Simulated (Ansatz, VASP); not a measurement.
**Cu in VASP and in Ansatz**

```
Cu
1.0
     2.33155    0.00000    0.00000
    -1.16577    2.18290    0.00000
     0.00000    0.00000    4.11652
Cu
2
Direct
  0.33333 0.66667 0.25000
  0.66667 0.33333 0.75000
```

Change from the starting cell: strain -0.0750 x Voigt [1, 0, 0, 0, 0, 0], atoms carried along.

Alike in both runs: task single point; functional PBEsol; k mesh 30 × 30 × 14; occupations gaussian, width 0.15 eV; no spin polarisation.

```csv
,VASP,Ansatz
version,VASP 6.6.1,Ansatz 0.2.0
potentials or method,"VASP PAW PBE potentials, release 64 (Cu), cutoff 520 eV","scalar-relativistic, plane waves, PAW"
valence electrons in the cell,22,38
```

VASP gave:

| Property | Result |
| --- | --- |
| gap on the k mesh at the Fermi level (eV) | none |
| pressure (GPa) | 18.8 |
| traceless stress, the component that is largest in VASP (GPa) | 12.95 |
| rms of the force components (eV/Å) | 0.088 |

What did Ansatz give for the same quantities?

gap on the k mesh at the Fermi level (eV): none; pressure (GPa): 17.0; traceless stress, the component that is largest in VASP (GPa): 13.04; rms of the force components (eV/Å): 0.087.

VASP's potentials were made for PBE, not for PBEsol. Atom by atom the forces differ by 0.000 eV/Å (rms over components). A gap of «none» marks a metal or a gap that the smearing closes. The functional is the same, so the differences come from potentials, cutoffs and numerics. VASP's potentials hold 22 valence electrons a cell and Ansatz's 38, so a difference there can come from the potentials and not from the codes.
